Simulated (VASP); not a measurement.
# KI in VASP: further runs

Aim: see how the results for KI move with the level of theory and the settings. Levels: PBEsol, PBE, LDA. Tasks: single point.

All numbers are computed with VASP 6.6.1; they aren't measurements. Logs are shortened: lines on timing, memory, paths and dates and some standing lists are left out, and cuts for length are marked.

## 1. The cell of the first run

Symmetry: P6_3/mmc, No. 194, hexagonal system. Conventional cell: a = 4.838 Å, b = 4.838 Å, c = 8.505 Å, α = 90.00°, β = 90.00°, γ = 120.00°. K (site symmetry -3m) has 6 I at 3.51 Å and 2 K at 4.25 Å within 4.6 Å. I (site symmetry -6m2) has 6 K at 3.51 Å within 4.6 Å.

## 2. Single point, PBEsol

Contents of INCAR:

```
SYSTEM = KI
  PREC = Accurate
  ENCUT = 520
  EDIFF = 1E-7
  ISMEAR = -1
  SIGMA = 0.02
  LREAL = .FALSE.
  LASPH = .TRUE.
  NELM = 100
  ALGO = Normal
  ISIF = 2
  LWAVE = .FALSE.
  LCHARG = .FALSE.
  GGA = PS
  NBANDS = 24
```

Contents of KPOINTS:

```
regular mesh
0
G
  6 6 4
  0 0 0
```

Contents of POSCAR:

```
KI
1.0
    2.4190935778     -4.1900643533      0.0000000000
    2.4190935778      4.1900643533      0.0000000000
    0.0000000000      0.0000000000      8.5046881059
K I
2 2
Direct
    0.5000000000      0.5000000000      0.5000000000
    0.5000000000      0.5000000000      0.0000000000
    0.8333319587      0.1666680413      0.2500000000
    0.1666680413      0.8333319587      0.7500000000
```

Potentials or basis: VASP PAW PBE potentials, release 64 (K_sv, I).

Started as:

```sh
$ cat potpaw_PBE.64/K_sv/POTCAR potpaw_PBE.64/I/POTCAR > POTCAR
$ mpirun -np 1 vasp_std > vasp.out
```

OUTCAR:

```text
SYSTEM = KI
   PREC = Accurate
   ENCUT = 520
   EDIFF = 1E-7
   ISMEAR = -1
   LREAL = .FALSE.
   LASPH = .TRUE.
   NELM = 100
   ISIF = 2
   GGA = PS

 ion  position               nearest neighbor table
   1  0.500  0.500  0.500-   4 3.51   3 3.51   4 3.51   3 3.51   3 3.51   4 3.51
   2  0.500  0.500  0.000-   4 3.51   3 3.51   4 3.51   3 3.51   3 3.51   4 3.51
   3  0.833  0.167  0.250-   1 3.51   2 3.51   1 3.51   2 3.51   1 3.51   2 3.51
   4  0.167  0.833  0.750-   1 3.51   2 3.51   1 3.51   2 3.51   1 3.51   2 3.51

  LATTYP: Found a base centered orthorhombic cell.
 ALAT       =     4.8381871556
 B/A-ratio  =     1.7320803096
 C/A-ratio  =     1.7578253657

  Lattice vectors:

 A1 = (   2.4190935778,  -4.1900643533,   0.0000000000)
 A2 = (   2.4190935778,   4.1900643533,   0.0000000000)
 A3 = (   0.0000000000,   0.0000000000,   8.5046881059)

Analysis of symmetry for initial positions (statically):
=====================================================================
 Subroutine PRICEL returns:
 Original cell was already a primitive cell.

 Routine SETGRP: Setting up the symmetry group for a
 base centered orthorhombic supercell.

 Subroutine GETGRP returns: Found  8 space group operations
 (whereof  4 operations were pure point group operations)
 out of a pool of  8 trial point group operations.

The static configuration has the point symmetry C_2h.
 The point group associated with its full space group is D_2h.

Analysis of symmetry for dynamics (positions and initial velocities):
=====================================================================
 Subroutine PRICEL returns:
 Original cell was already a primitive cell.

 Routine SETGRP: Setting up the symmetry group for a
 base centered orthorhombic supercell.

 Subroutine GETGRP returns: Found  8 space group operations
 (whereof  4 operations were pure point group operations)
 out of a pool of  8 trial point group operations.

The dynamic configuration has the point symmetry C_2h.
 The point group associated with its full space group is D_2h.

 Subroutine INISYM returns: Found  8 space group operations
 (whereof  4 operations are pure point group operations),
 and found     1 'primitive' translations

----------------------------------------------------------------------------------------

                                     Primitive cell

  volume of cell :     172.4097

  direct lattice vectors                    reciprocal lattice vectors
[... 91 lines left out ...]
   EDIFF  = 0.1E-06   stopping-criterion for ELM
   LREAL  =      F    real-space projection
   EDIFFG = 0.1E-05   stopping-criterion for IOM
   NSW    =      0    number of steps for IOM
   IBRION =     -1    ionic relax: 0-MD 1-quasi-New 2-CG
   NFREE  =      0    steps in history (QN), initial steepest desc. (CG)
   ISIF   =      2    stress and relaxation
   ISYM   =      2    0-nonsym 1-usesym 2-fastsym
   POTIM  = 0.5000    time-step for ionic-motion
   TEBEG  =    0.0;   TEEND  =   0.0 temperature during run
   PSTRESS=    0.0 pullay stress
   NELECT =      32.0000    total number of electrons
   NUPDOWN=      -1.0000    fix difference up-down
   EMIN   =  10.00;   EMAX   =-10.00  energy-range for DOS
   EFERMI =   0.00;   METHOD = LEGACY
   ISMEAR =    -1;   SIGMA  =   0.02  broadening in eV -4-tet -1-fermi 0-gaus
   EFERMI_NEDOS =   21; number of points for ismear=-14 and -15
   IALGO  =     38    algorithm
   IMIX   =      4    mixing-type and parameters
     AMIX     =   0.40;   BMIX     =  1.00
     AMIX_MAG =   1.60;   BMIX_MAG =  1.00
  volume/ion in A,a.u.               =      43.10       290.87
  Fermi-wavevector in a.u.,A,eV,Ry     =   0.933837  1.764695 11.864972  0.872051
  Thomas-Fermi vector in A             =   2.060579
   LORBIT       =      0    0 simple, 1 ext, 2 COOP (PROOUT), +10 PAW based schemes
   GGA     = PS    functional components
   LHFCALC =     F    Hartree Fock is set to
   AEXX    =    0.0000 exact exchange contribution
   IVDW    =     0    specifies the selected vdW correction
   LEPSILON=     F    determine dielectric tensor
   LRPA    =     F    only Hartree local field effects (RPA)
 non-spin polarized calculation
  energy-cutoff  :      520.00
  volume of cell :      172.41
 maximum number of plane-waves:      4686
   NGX = 17   NGY = 17   NGZ = 31

 number of electron      31.9999999 magnetization

 Free energy of the ion-electron system (eV)
  ---------------------------------------------------
  ext. energy  EPLUGINS =         0.00000000
  ---------------------------------------------------
  free energy    TOTEN  =       -11.55695221 eV

  energy without entropy =      -11.55695221  energy(sigma->0) =      -11.55695221

 E-fermi :   0.2169     XC(G=0):  -7.4282

 val. band max:       -0.3061362247   @ k =   0.0000   0.0000   0.0000
 cond. band min:       3.4735634457   @ k =   0.0000   0.0000   0.0000
 fundamental gap:      3.7796996704
 Fermi energy:         0.2169160456

 k-point     1 :       0.0000    0.0000    0.0000
  band No.  band energies     occupation
      1     -28.7315      2.00000
      2     -28.7256      2.00000
      3     -12.5105      2.00000
      4     -12.2883      2.00000
      5     -12.2883      2.00000
      6     -12.2734      2.00000
[... 637 lines left out ...]
     23       7.4288      0.00000
     24       7.8811      0.00000

 [... further k-points ...]

------------------------ aborting loop because EDIFF is reached ----------------------------------------

  FORCE on cell =-STRESS in cart. coord.  units (eV):
  Direction    XX          YY          ZZ          XY          YZ          ZX
  --------------------------------------------------------------------------------------
  -------------------------------------------------------------------------------------
  Total        0.0363757      0.0362050      0.0495929      0.0000000      0.0000000      0.0000000
  in kB        0.3380340      0.3364478      0.4608590      0.0000000      0.0000000      0.0000000
  external PRESSURE =       0.3784469 kB  Pullay stress =       0.0000000 kB

 VOLUME and BASIS-vectors are now :
 -----------------------------------------------------------------------------
  energy-cutoff  :      520.00
  volume of cell :      172.41
      direct lattice vectors                 reciprocal lattice vectors
     2.419093578 -4.190064353  0.000000000     0.206688987 -0.119329909  0.000000000
     2.419093578  4.190064353  0.000000000     0.206688987  0.119329909  0.000000000
     0.000000000  0.000000000  8.504688106     0.000000000  0.000000000  0.117582207

 POSITION                                       TOTAL-FORCE (eV/Angst)
 -----------------------------------------------------------------------------------
      2.41909      0.00000      4.25234         0.000000      0.000000     -0.000000
      2.41909      0.00000      0.00000        -0.000000      0.000000     -0.000000
      2.41909     -2.79336      2.12617         0.000000      0.000008      0.000000
      2.41909      2.79336      6.37852         0.000000     -0.000008     -0.000000
 -----------------------------------------------------------------------------------
    total drift:                                0.000000      0.000000     -0.000000

  FREE ENERGIE OF THE ION-ELECTRON SYSTEM (eV)
  ---------------------------------------------------
  free  energy   TOTEN  =       -11.5569522144 eV

  energy  without entropy=      -11.5569522144  energy(sigma->0) =      -11.55695221
```

OSZICAR:

```text
N       E                     dE             d eps       ncg     rms          rms(c)
DAV:   1     0.212323699307E+03    0.21232E+03   -0.13316E+04  1872   0.111E+03
DAV:   2     0.660133551652E+01   -0.20572E+03   -0.19353E+03  2232   0.279E+02
DAV:   3    -0.111260414661E+02   -0.17727E+02   -0.17657E+02  3120   0.691E+01
DAV:   4    -0.117056220782E+02   -0.57958E+00   -0.57845E+00  2784   0.128E+01
DAV:   5    -0.117289609470E+02   -0.23339E-01   -0.23338E-01  2792   0.168E+00    0.437E+00
DAV:   6    -0.115633171233E+02    0.16564E+00   -0.21190E-01  2304   0.252E+00    0.317E+00
DAV:   7    -0.115532080668E+02    0.10109E-01   -0.33823E-01  2304   0.255E+00    0.104E+00
DAV:   8    -0.115558780929E+02   -0.26700E-02   -0.57777E-02  2472   0.133E+00    0.190E-01
DAV:   9    -0.115562866513E+02   -0.40856E-03   -0.17167E-03  2680   0.199E-01    0.109E-01
DAV:  10    -0.115567862604E+02   -0.49961E-03   -0.49966E-04  2408   0.101E-01    0.590E-02
DAV:  11    -0.115569452542E+02   -0.15899E-03   -0.16903E-04  2624   0.677E-02    0.216E-02
DAV:  12    -0.115569443708E+02    0.88346E-06   -0.91673E-06  2376   0.205E-02    0.154E-02
DAV:  13    -0.115569522263E+02   -0.78556E-05   -0.83775E-06  2480   0.132E-02    0.735E-03
DAV:  14    -0.115569522177E+02    0.85984E-08   -0.12654E-06  2240   0.494E-03    0.187E-03
DAV:  15    -0.115569522144E+02    0.33647E-08   -0.59902E-08  1816   0.133E-03
   1 F= -.11556952E+02 E0= -.11556952E+02  d E =-.826118E-13
```

It took 86 s on 1 thread of AMD EPYC 9R45 (Zen 5), shared host; peak memory 0.31 GiB.

What came out:

* Free energy: -11.5570 eV
* Pressure: 0.0 GPa
* Band gap on the k mesh: 3.78 eV

Levels at points of the mesh, in eV from the valence-band top:
| k point | band 12 | band 13 | band 14 | band 15 | band 16 | band 17 | band 18 | band 19 | band 20 | band 21 |
| --- | --- | --- | --- | --- | --- | --- | --- | --- | --- | --- |
| (0.00, 0.00, 0.00) | -0.30 | -0.30 | -0.21 | 0.00 | 0.00 | 3.78 | 5.43 | 5.55 | 6.63 | 6.63 |
| (0.50, 0.00, 0.00) | -1.00 | -0.72 | -0.65 | -0.40 | -0.37 | 4.93 | 5.69 | 5.72 | 7.01 | 7.53 |
| (0.50, 0.50, 0.00) | -1.00 | -0.72 | -0.65 | -0.40 | -0.37 | 4.93 | 5.69 | 5.72 | 7.01 | 7.53 |
| (0.00, 0.00, 0.50) | -0.95 | -0.16 | -0.16 | -0.16 | -0.16 | 4.90 | 4.90 | 6.25 | 6.25 | 7.02 |
| (0.50, 0.00, 0.50) | -1.30 | -0.57 | -0.57 | -0.38 | -0.38 | 5.51 | 5.51 | 5.56 | 5.56 | 8.09 |
| (0.50, 0.50, 0.50) | -1.30 | -0.57 | -0.57 | -0.38 | -0.38 | 5.51 | 5.51 | 5.56 | 5.56 | 8.09 |

Caveat: the PAW data sets were made with another functional, which shifts forces and pressure a little; spin-orbit coupling is left out, which moves the levels of the heavy elements. A k mesh can miss the band edges.

## 3. Single point, PBE

This run uses another cell than the first one, of 44.65 Å³/atom.

Contents of INCAR:

```
PREC = Accurate
ENCUT = 520
EDIFF = 1E-6
ISMEAR = -1
SIGMA = 0.02
LREAL = False
LASPH = True
NELM = 80
ALGO = Normal
ISIF = 2
LWAVE = False
LCHARG = False
GGA = PE
NBANDS = 24
```

Contents of KPOINTS:

```
Automatic mesh
0
Gamma
  6 6 4
```

Contents of POSCAR:

```
KI
1.0
    2.4498408863     -4.2428074294      0.0000000000
    2.4498408863      4.2428074294      0.0000000000
    0.0000000000      0.0000000000      8.5908184291
K I
2 2
Direct
    0.5000000000      0.5000000000      0.5000000000
    0.5000000000      0.5000000000      0.0000000000
    0.8333975635      0.1666024365      0.2500000000
    0.1666024365      0.8333975635      0.7500000000
```

Potentials or basis: VASP PAW PBE potentials, release 64 (K_sv, I).

Started as:

```sh
$ cat potpaw_PBE.64/K_sv/POTCAR potpaw_PBE.64/I/POTCAR > POTCAR
$ mpirun -np 1 vasp_std > vasp.out
```

Wall time 84 s (1 thread of AMD EPYC 9R45 (Zen 5), shared host); peak memory 0.32 GiB.

Results (log left out):

```yaml
Free_energy: -11.0439 eV
Pressure: 0.5 GPa
Band_gap_on_the_k_mesh: 3.85 eV
```

Levels at points of the mesh, in eV from the valence-band top:
| k point | band 14 | band 15 | band 16 | band 17 | band 18 | band 19 |
| --- | --- | --- | --- | --- | --- | --- |
| (0.00, 0.00, 0.00) | -0.19 | 0.00 | 0.00 | 3.85 | 5.53 | 5.68 |
| (0.50, 0.00, 0.00) | -0.60 | -0.36 | -0.34 | 5.08 | 5.76 | 5.81 |
| (0.50, 0.50, 0.00) | -0.60 | -0.36 | -0.34 | 5.08 | 5.76 | 5.81 |
| (0.00, 0.00, 0.50) | -0.14 | -0.14 | -0.14 | 4.95 | 4.95 | 6.32 |
| (0.50, 0.00, 0.50) | -0.52 | -0.35 | -0.35 | 5.60 | 5.60 | 5.67 |
| (0.50, 0.50, 0.50) | -0.52 | -0.35 | -0.35 | 5.60 | 5.60 | 5.67 |

Caveat: spin-orbit coupling is left out, which moves the levels of the heavy elements.

## 4. Single point, LDA

This run uses another cell than the first one, of 44.65 Å³/atom.

Contents of INCAR:

```
SYSTEM = KI
PREC     = Accurate       ! precision mode
ENCUT    = 520            ! plane-wave cutoff, eV
EDIFF    = 1E-6           ! SCF threshold, eV
ISMEAR   = 0              ! smearing method
SIGMA    = 0.01           ! smearing width, eV
LREAL    = .False.        ! projectors in reciprocal space
LASPH    = .True.         ! aspherical terms in the spheres
NELM     = 80             ! most SCF steps
ALGO     = Normal         ! electronic algorithm
ISIF     = 2              ! what is computed and relaxed
LWAVE    = .False.        ! write WAVECAR
LCHARG   = .True.         ! write CHGCAR
GGA      = CA             ! functional
LELF     = .True.         ! ELF
LVHAR    = .True.       
NBANDS   = 24             ! bands
```

Contents of KPOINTS:

```
Automatic mesh
0
Gamma
  6 6 4
  0 0 0
```

POSCAR is that of step 3.

Potentials or basis: VASP PAW LDA potentials, release 64 (K_sv, I).

Started as:

```sh
$ cat potpaw_LDA.64/K_sv/POTCAR potpaw_LDA.64/I/POTCAR > POTCAR
$ mpirun -np 1 vasp_std > vasp.out
```

OUTCAR:

```text
SYSTEM = KI
   PREC = Accurate
   ENCUT = 520
   EDIFF = 1E-6
   ISMEAR = 0
   LREAL = .False.
   LASPH = .True.
   NELM = 80
   ISIF = 2
   GGA = CA

 ion  position               nearest neighbor table
   1  0.500  0.500  0.500-   4 3.55   3 3.55   4 3.55   3 3.55   3 3.55   4 3.55
   2  0.500  0.500  0.000-   4 3.55   3 3.55   4 3.55   3 3.55   3 3.55   4 3.55
   3  0.833  0.167  0.250-   1 3.55   2 3.55   1 3.55   2 3.55   1 3.55   2 3.55
   4  0.167  0.833  0.750-   1 3.55   2 3.55   1 3.55   2 3.55   1 3.55   2 3.55

  LATTYP: Found a base centered orthorhombic cell.
 ALAT       =     4.8996817726
 B/A-ratio  =     1.7318706097
 C/A-ratio  =     1.7533421205

  Lattice vectors:

 A1 = (   2.4498408863,  -4.2428074294,   0.0000000000)
 A2 = (   2.4498408863,   4.2428074294,   0.0000000000)
 A3 = (   0.0000000000,   0.0000000000,   8.5908184291)

Analysis of symmetry for initial positions (statically):
=====================================================================
 Subroutine PRICEL returns:
 Original cell was already a primitive cell.

 Routine SETGRP: Setting up the symmetry group for a
 base centered orthorhombic supercell.

[... 173 lines left out ...]

 val. band max:       -0.6133738849   @ k =   0.0000   0.0000   0.0000
 cond. band min:       2.8925779385   @ k =   0.0000   0.0000   0.0000
 fundamental gap:      3.5059518234
 Fermi energy:        -0.4787329765

 k-point     1 :       0.0000    0.0000    0.0000
  band No.  band energies     occupation
      1     -28.8992      2.00000
      2     -28.8939      2.00000
      3     -12.8179      2.00000
      4     -12.6230      2.00000
      5     -12.6230      2.00000
      6     -12.6095      2.00000
[... 637 lines left out ...]
     23       6.8976      0.00000
     24       7.3563      0.00000

 [... further k-points ...]

------------------------ aborting loop because EDIFF is reached ----------------------------------------

  FORCE on cell =-STRESS in cart. coord.  units (eV):
  Direction    XX          YY          ZZ          XY          YZ          ZX
  --------------------------------------------------------------------------------------
  -------------------------------------------------------------------------------------
  Total       -1.4905300     -1.4909314     -1.5956078      0.0000000      0.0000000      0.0000000
  in kB      -13.3719756    -13.3755766    -14.3146592      0.0000000      0.0000000      0.0000000
  external PRESSURE =     -13.6874038 kB  Pullay stress =       0.0000000 kB

 VOLUME and BASIS-vectors are now :
 -----------------------------------------------------------------------------
  energy-cutoff  :      520.00
  volume of cell :      178.59
      direct lattice vectors                 reciprocal lattice vectors
     2.449840886 -4.242807429  0.000000000     0.204094887 -0.117846499  0.000000000
     2.449840886  4.242807429  0.000000000     0.204094887  0.117846499  0.000000000
     0.000000000  0.000000000  8.590818429     0.000000000  0.000000000  0.116403345

 POSITION                                       TOTAL-FORCE (eV/Angst)
 -----------------------------------------------------------------------------------
      2.44984      0.00000      4.29541         0.000000     -0.000000      0.000000
      2.44984      0.00000      0.00000         0.000000     -0.000000      0.000000
      2.44984     -2.82908      2.14770         0.000000      0.000388     -0.000000
      2.44984      2.82908      6.44311         0.000000     -0.000388      0.000000
 -----------------------------------------------------------------------------------
    total drift:                                0.000000      0.000000      0.000000

  FREE ENERGIE OF THE ION-ELECTRON SYSTEM (eV)
  ---------------------------------------------------
  free  energy   TOTEN  =       -12.1662024457 eV

  energy  without entropy=      -12.1662024457  energy(sigma->0) =      -12.16620245
```

OSZICAR:

```text
N       E                     dE             d eps       ncg     rms          rms(c)
DAV:   1     0.216447198792E+03    0.21645E+03   -0.13107E+04  1872   0.111E+03
DAV:   2     0.800497024733E+01   -0.20844E+03   -0.19672E+03  2208   0.299E+02
DAV:   3    -0.116744119027E+02   -0.19679E+02   -0.19601E+02  3112   0.752E+01
DAV:   4    -0.123556094120E+02   -0.68120E+00   -0.67959E+00  2816   0.148E+01
DAV:   5    -0.123813362540E+02   -0.25727E-01   -0.25726E-01  2800   0.185E+00    0.449E+00
DAV:   6    -0.121993306157E+02    0.18201E+00   -0.21498E-01  2336   0.239E+00    0.320E+00
DAV:   7    -0.121682904465E+02    0.31040E-01   -0.29153E-01  2320   0.224E+00    0.906E-01
DAV:   8    -0.121660408620E+02    0.22496E-02   -0.58548E-02  2408   0.126E+00    0.156E-01
DAV:   9    -0.121660962551E+02   -0.55393E-04   -0.20145E-03  2744   0.216E-01    0.946E-02
DAV:  10    -0.121661644472E+02   -0.68192E-04   -0.31554E-04  2608   0.648E-02    0.547E-02
DAV:  11    -0.121662032958E+02   -0.38849E-04   -0.85907E-05  2800   0.535E-02    0.212E-02
DAV:  12    -0.121662024457E+02    0.85011E-06   -0.37313E-06  2216   0.132E-02
   1 F= -.12166202E+02 E0= -.12166202E+02  d E =-.948171E-83
```

Wall time 74 s (1 thread of AMD EPYC 9R45 (Zen 5), shared host); peak memory 0.28 GiB.

What came out:

- Free energy: -12.1662 eV
- Pressure: -1.4 GPa
- Band gap on the k mesh: 3.51 eV

Stress tensor (GPa, compression positive):
```
-1.34  0.00  0.00
 0.00 -1.34  0.00
 0.00  0.00 -1.43
```

Caveat: spin-orbit coupling is left out, which moves the levels of the heavy elements.

(Part 1 of 2 ends here.)
